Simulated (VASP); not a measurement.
# Ir (R-3m) in VASP: relaxation of cell and atoms with r2SCAN

Aim: the relaxation of cell and atoms of Ir with r2SCAN.

Program: VASP 6.6.1. These are calculated values, not measurements. Logs are shortened: lines on timing, memory, paths and dates and some standing lists are left out, and cuts for length are marked.

## Step 1: The cell of the first run

Symmetry: R-3m, No. 166, trigonal system. The conventional cell has a = 3.683 Å, b = 3.683 Å, c = 4.233 Å, α = 90.00°, β = 90.00°, γ = 120.00°. Within 3.7 Å of Ir (site symmetry -3m) lie 18 Ir at 2.55 to 3.68 Å.

## Step 2: Relaxation of cell and atoms, r2SCAN

POSCAR

```
Ir
1.0
    1.8415815481      1.0632376025      1.4109762238
   -1.8415815481      1.0632376025      1.4109762238
    0.0000000000     -2.1264752051      1.4109762238
Ir
1
Direct
    0.5000000000      0.5000000000      0.5000000000
```

INCAR.step1

```
PREC = Accurate
ENCUT = 600
ISMEAR = 0
SIGMA = 0.1
LREAL = F
LASPH = T
NELM = 100
GGA = PE
ALGO = Normal
EDIFF = 1E-4
LWAVE = T
LCHARG = F
```

INCAR.step2

```
PREC = Accurate
ENCUT = 600
EDIFF = 1E-6
ISMEAR = 0
SIGMA = 0.1
LREAL = F
LASPH = T
NELM = 100
ALGO = Normal
ISIF = 3
LWAVE = F
LCHARG = F
METAGGA = R2SCAN
LMIXTAU = T
IBRION = 2
NSW = 100
EDIFFG = -0.01
ISTART = 1
```

KPOINTS

```
regular mesh
0
Gamma
  21 21 21
```

Potentials or basis: VASP PAW PBE potentials, release 64 (Ir).

Command:

```console
$ cat potpaw_PBE.64/Ir/POTCAR > POTCAR
$ cp INCAR.step1 INCAR
$ mpirun -np 1 vasp_std > vasp.out
$ cp INCAR.step2 INCAR
$ mpirun -np 1 vasp_std > vasp.out
```

OUTCAR:

```text
PREC = Accurate
   ENCUT = 600
   EDIFF = 1E-6
   ISMEAR = 0
   LREAL = F
   LASPH = T
   NELM = 100
   ISIF = 3
   METAGGA = R2SCAN
   IBRION = 2
   NSW = 100
   EDIFFG = -0.01
   ISTART = 1

 ion  position               nearest neighbor table
   1  0.500  0.500  0.500-

  LATTYP: Found a trigonal (rhomboedric) cell.
 ALAT       =     2.5520091500
 COS(alpha) =    -0.0414716465

  Lattice vectors:

 A1 = (   1.8415815481,   1.0632376025,   1.4109762238)
 A2 = (  -1.8415815481,   1.0632376025,   1.4109762238)
 A3 = (   0.0000000000,  -2.1264752051,   1.4109762238)

Analysis of symmetry for initial positions (statically):
=====================================================================
 Subroutine PRICEL returns:
 Original cell was already a primitive cell.

 Routine SETGRP: Setting up the symmetry group for a
 trigonal (rhombohedral) supercell.

 Subroutine GETGRP returns: Found 12 space group operations
 (whereof 12 operations were pure point group operations)
 out of a pool of 12 trial point group operations.

The static configuration has the point symmetry D_3d.

Analysis of symmetry for dynamics (positions and initial velocities):
=====================================================================
 Subroutine PRICEL returns:
 Original cell was already a primitive cell.

 Routine SETGRP: Setting up the symmetry group for a
 trigonal (rhombohedral) supercell.

 Subroutine GETGRP returns: Found 12 space group operations
 (whereof 12 operations were pure point group operations)
 out of a pool of 12 trial point group operations.

The dynamic configuration has the point symmetry D_3d.

 Subroutine INISYM returns: Found 12 space group operations
 (whereof 12 operations are pure point group operations),
 and found     1 'primitive' translations

----------------------------------------------------------------------------------------

                                     Primitive cell

  volume of cell :      16.5765

  direct lattice vectors                    reciprocal lattice vectors
     1.841581548  1.063237603  1.410976224     0.271505761  0.156753924  0.236243055
    -1.841581548  1.063237603  1.410976224    -0.271505761  0.156753924  0.236243055
     0.000000000 -2.126475205  1.410976224     0.000000000 -0.313507849  0.236243055

  length of vectors
     2.552009150  2.552009150  2.552009150     0.392553120  0.392553120  0.392553120

  position of ions in fractional coordinates (direct lattice)
     0.500000000  0.500000000  0.500000000

  ion indices of the primitive-cell ions
   primitive index   ion index
                 1           1

----------------------------------------------------------------------------------------

 KPOINTS: regular mesh

Automatic generation of k-mesh.
 Grid dimensions read from file:
 generate k-points for:   21   21   21

 Generating k-lattice:

  Cartesian coordinates                     Fractional coordinates (reciprocal lattice)
     0.012928846  0.007464473  0.011249669     0.047619048 -0.000000000  0.000000000
    -0.012928846  0.007464473  0.011249669    -0.000000000  0.047619048  0.000000000
     0.000000000 -0.014928945  0.011249669     0.000000000  0.000000000  0.047619048

  Length of vectors
     0.018693006  0.018693006  0.018693006

  Shift w.r.t. Gamma in fractional coordinates (k-lattice)
     0.000000000  0.000000000  0.000000000

 Subroutine IBZKPT returns following result:
 ===========================================

 Found    891 irreducible k-points:

 Following reciprocal coordinates:
            Coordinates               Weight
  0.000000  0.000000  0.000000      1.000000
  0.047619  0.000000  0.000000      6.000000
  0.095238 -0.000000  0.000000      6.000000
  0.142857 -0.000000 -0.000000      6.000000
  0.190476 -0.000000  0.000000      6.000000
  0.238095  0.000000  0.000000      6.000000
[... 16 lines left out ...]
 -0.428571  0.047619  0.000000     12.000000
 -0.380952  0.047619  0.000000     12.000000
 [... further k-points ...]
   k-points           NKPTS =    891   k-points in BZ     NKDIM =    891   number of bands    NBANDS=      8
   number of dos      NEDOS =    301   number of ions     NIONS =      1
   total plane-waves  NPLWV =   8000
   dimension x,y,z NGX =    20 NGY =   20 NGZ =   20
   dimension x,y,z NGXF=    40 NGYF=   40 NGZF=   40
   ions per type =               1
   NGX,Y,Z   is equivalent  to a cutoff of  13.03, 13.03, 13.03 a.u.
   NGXF,Y,Z  is equivalent  to a cutoff of  26.06, 26.06, 26.06 a.u.
 SYSTEM =  unknown system
   PREC   = accura    normal or accurate (medium, high low for compatibility)
   ISTART =      1    job   : 0-new  1-cont  2-samecut
   ICHARG =      0    charge: 1-file 2-atom 10-const
   ISPIN  =      1    spin polarized calculation?
   LNONCOLLINEAR =      F non collinear calculations
   LSORBIT =      F    spin-orbit coupling
   LASPH  =      T    aspherical Exc in radial PAW
   ENCUT  =  600.0 eV  44.10 Ry    6.64 a.u.   5.10  5.10  5.10*2*pi/ulx,y,z
   NELM   =    100;   NELMIN=  2; NELMDL=  0     # of ELM steps
   EDIFF  = 0.1E-05   stopping-criterion for ELM
   LREAL  =      F    real-space projection
   EDIFFG = -.1E-01   stopping-criterion for IOM
   NSW    =    100    number of steps for IOM
   IBRION =      2    ionic relax: 0-MD 1-quasi-New 2-CG
   NFREE  =      1    steps in history (QN), initial steepest desc. (CG)
   ISIF   =      3    stress and relaxation
   ISYM   =      2    0-nonsym 1-usesym 2-fastsym
   POTIM  = 0.5000    time-step for ionic-motion
   TEBEG  =    0.0;   TEEND  =   0.0 temperature during run
   PSTRESS=    0.0 pullay stress
   NELECT =       9.0000    total number of electrons
   NUPDOWN=      -1.0000    fix difference up-down
   EMIN   =  10.00;   EMAX   =-10.00  energy-range for DOS
   EFERMI =   0.00;   METHOD = LEGACY
   ISMEAR =     0;   SIGMA  =   0.10  broadening in eV -4-tet -1-fermi 0-gaus
   EFERMI_NEDOS =   21; number of points for ismear=-14 and -15
   IALGO  =     38    algorithm
   IMIX   =      4    mixing-type and parameters
     AMIX     =   0.40;   BMIX     =  1.00
     AMIX_MAG =   1.60;   BMIX_MAG =  1.00
  volume/ion in A,a.u.               =      16.58       111.86
  Fermi-wavevector in a.u.,A,eV,Ry     =   1.335544  2.523813 24.268416  1.783678
  Thomas-Fermi vector in A             =   2.464240
   LORBIT       =      0    0 simple, 1 ext, 2 COOP (PROOUT), +10 PAW based schemes
   METAGGA = R2SCAN    functional components
   LHFCALC =     F    Hartree Fock is set to
   AEXX    =    0.0000 exact exchange contribution
   IVDW    =     0    specifies the selected vdW correction
   LEPSILON=     F    determine dielectric tensor
   LRPA    =     F    only Hartree local field effects (RPA)
 conjugate gradient relaxation of ions
 non-spin polarized calculation
 Gauss-broadening in eV      SIGMA  =   0.10
  energy-cutoff  :      600.00
  volume of cell :       16.58
 maximum number of plane-waves:       570
   NGX = 11   NGY = 11   NGZ = 11

--------------------------------------- Ionic step        1  -------------------------------------------

 number of electron       9.0000001 magnetization

 Free energy of the ion-electron system (eV)
  ---------------------------------------------------
  ext. energy  EPLUGINS =         0.00000000
  ---------------------------------------------------
  free energy    TOTEN  =       -51.34080555 eV

  energy without entropy =      -51.33485841  energy(sigma->0) =      -51.33783198

------------------------ aborting loop because EDIFF is reached ----------------------------------------

  FORCE on cell =-STRESS in cart. coord.  units (eV):
  Direction    XX          YY          ZZ          XY          YZ          ZX
  --------------------------------------------------------------------------------------
  -------------------------------------------------------------------------------------
  Total        0.0038038      0.0038038      0.5517454      0.0000000     -0.0000000      0.0000000
  in kB        0.3676466      0.3676466     53.3282185      0.0000000     -0.0000000      0.0000000
  external PRESSURE =      18.0211705 kB  Pullay stress =       0.0000000 kB

 VOLUME and BASIS-vectors are now :
 -----------------------------------------------------------------------------
  energy-cutoff  :      600.00
  volume of cell :       16.58
      direct lattice vectors                 reciprocal lattice vectors
     1.841581548  1.063237603  1.410976224     0.271505761  0.156753924  0.236243055
    -1.841581548  1.063237603  1.410976224    -0.271505761  0.156753924  0.236243055
     0.000000000 -2.126475205  1.410976224     0.000000000 -0.313507849  0.236243055
[... 246 lines left out ...]
 POSITION                                       TOTAL-FORCE (eV/Angst)
 -----------------------------------------------------------------------------------
      0.00000     -0.00000      2.21652         0.000000      0.000000     -0.000000
 -----------------------------------------------------------------------------------
    total drift:                               -0.000000      0.000000      0.000000

  FREE ENERGIE OF THE ION-ELECTRON SYSTEM (eV)
  ---------------------------------------------------
  free  energy   TOTEN  =       -51.3528480036 eV

  energy  without entropy=      -51.3464558404  energy(sigma->0) =      -51.34965192

--------------------------------------- Ionic step        9  -------------------------------------------

 number of electron       9.0000001 magnetization

 Free energy of the ion-electron system (eV)
  ---------------------------------------------------
  ext. energy  EPLUGINS =         0.00000000
  ---------------------------------------------------
  free energy    TOTEN  =       -51.35286162 eV

  energy without entropy =      -51.34647314  energy(sigma->0) =      -51.34966738

 E-fermi :   7.4637     XC(G=0): -13.8827

 val. band max:        7.4605647817   @ k =  -0.1429   0.1429   0.0952
 cond. band min:       7.4741134562   @ k =  -0.3333   0.4286   0.0952
 fundamental gap:      0.0135486745
 Fermi energy:         7.4636718492

 k-point     1 :       0.0000    0.0000    0.0000
  band No.  band energies     occupation
      1      -2.0213      2.00000
      2       1.1387      2.00000
      3       1.1387      2.00000
      4       8.8209      0.00000
      5       8.8209      0.00000
      6       8.8220      0.00000
      7      23.9567      0.00000
      8      23.9567      0.00000

 k-point     2 :       0.0476    0.0000    0.0000
  band No.  band energies     occupation
      1      -1.9464      2.00000
      2       1.1544      2.00000
      3       1.2113      2.00000
      4       8.7377      0.00000
      5       8.7384      0.00000
      6       8.8276      0.00000
      7      23.4516      0.00000
      8      24.0928      0.00000
[... 221 lines left out ...]
 k-point    23 :      -0.4286    0.0476    0.0000
  band No.  band energies     occupation
      1       0.9261      2.00000
      2       1.9237      2.00000
      3       5.4204      2.00000
      4       6.0399      2.00000
      5       6.8406      2.00000
      6       9.0243      0.00000
      7      14.1795      0.00000
      8      25.0717      0.00000

 k-point    24 :      -0.3810    0.0476    0.0000
  band No.  band energies     occupation
      1       0.6785      2.00000
      2       1.8538      2.00000
      3       5.2618      2.00000
      4       6.2420      2.00000
      5       6.4996      2.00000
      6       8.9987      0.00000
      7      14.8557      0.00000
      8      25.4797      0.00000

 [... further k-points ...]
[... 5 lines left out ...]
  --------------------------------------------------------------------------------------
  -------------------------------------------------------------------------------------
  Total        0.0071427      0.0071427      0.0025136      0.0000000     -0.0000000      0.0000000
  in kB        0.6852574      0.6852574      0.2411503      0.0000000     -0.0000000      0.0000000
  external PRESSURE =       0.5372217 kB  Pullay stress =       0.0000000 kB

 VOLUME and BASIS-vectors are now :
 -----------------------------------------------------------------------------
  energy-cutoff  :      600.00
  volume of cell :       16.70
      direct lattice vectors                 reciprocal lattice vectors
     1.807086154  1.043321677  1.476277967     0.276688524  0.159746194  0.225793069
    -1.807086154  1.043321677  1.476277967    -0.276688524  0.159746194  0.225793069
     0.000000000 -2.086643355  1.476277967     0.000000000 -0.319492387  0.225793069

 POSITION                                       TOTAL-FORCE (eV/Angst)
 -----------------------------------------------------------------------------------
      0.00000     -0.00000      2.21442         0.000000     -0.000000     -0.000000
 -----------------------------------------------------------------------------------
    total drift:                               -0.000000      0.000000      0.000000

  FREE ENERGIE OF THE ION-ELECTRON SYSTEM (eV)
  ---------------------------------------------------
  free  energy   TOTEN  =       -51.3528616180 eV

  energy  without entropy=      -51.3464731363  energy(sigma->0) =      -51.34966738

 reached required accuracy - stopping structural energy minimisation
```

Run time: 39 min. Hardware: 1 thread of Oxide Virtual Turin-like, shared host; peak memory 0.25 GiB.

Results:

```yaml
Free_energy: -51.3529 eV
Relaxed_volume: 16.70 Å³/atom
Relaxed_cell: a = 2.556 Å, b = 2.556 Å, c = 2.556 Å, α = 89.98°, β = 89.98°, γ = 89.98°
Space_group_after_relaxing_to_0.1_Å: Pm-3m (No. 221)
Energy_gained_by_relaxing: 12.1 meV/atom
Ionic_steps: 9
Pressure_after_relaxing: 0.1 GPa
Band_gap_on_the_k_mesh: zero (an odd number of electrons rules out a gap without spin polarisation)
```

The path:
```
step  energy change (eV)  largest force (eV/Å)  pressure (GPa)  volume (Å³)
   1              0.0000                0.0000            1.80        16.58
   2             -0.0030                0.0000           -4.94        17.02
   3             -0.0046                0.0000           -2.55        16.86
   4             -0.0096                0.0000           -1.43        16.79
   5             -0.0120                0.0000            0.02        16.70
   6             -0.0121                0.0000            0.16        16.69
   7             -0.0120                0.0000            0.23        16.69
   8             -0.0120                0.0000           -0.18        16.72
   9             -0.0121                0.0000            0.05        16.70
```

Final structure:
```
CELL_PARAMETERS angstrom
1.80709 1.04332 1.47628
-1.80709 1.04332 1.47628
0.00000 -2.08664 1.47628
ATOMIC_POSITIONS crystal
Ir 0.50000 0.50000 0.50000
```

Caveat: the PAW data sets were made with another functional, which shifts forces and pressure a little; spin-orbit coupling is left out, which moves the levels of the heavy elements.
